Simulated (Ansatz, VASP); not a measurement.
# MnS: VASP beside Ansatz

```
Mn S
1.0
     3.09904    0.00000    0.00000
     0.00000    3.09904    0.00000
     0.00000    0.00000    3.09904
Mn S
1 1
Direct
  0.50000 0.50000 0.50000
  0.00000 0.00000 0.00000
```

Alike in both runs: task single point; functional r2SCAN; k mesh 7 × 7 × 7; occupations fermi-dirac, width 0.15 eV; collinear spin; Hubbard terms Mn d U = 6.0 eV.

|  | VASP | Ansatz |
| --- | --- | --- |
| version | VASP 6.6.1 | Ansatz 0.2.0 |
| potentials or method | VASP PAW PBE potentials, release 64 (Mn_pv, S) | plane waves, PAW |
| plane-wave cutoff (eV) | 520 | 500 |
| valence electrons in the cell | 19 | 21 |

```tsv
	VASP	Ansatz	Ansatz less VASP
gap on the k mesh at the Fermi level (eV)	none	none	-
net moment per atom (μB)	2.47	2.48	+0.009
size of the moment on the site where the two differ most (μB)	4.65	4.60	-0.050
```

VASP's potentials were made for PBE, not for r2SCAN. Site moments also hang on the region over which each program counts them. The programs project onto different local orbitals, so the same U acts differently, and such runs can settle in different states. A gap of «none» marks a metal or a gap that the smearing closes. VASP's potentials hold 19 valence electrons a cell and Ansatz's 21, so a difference there can come from the potentials and not from the codes. Ansatz's warnings: stability check not made.
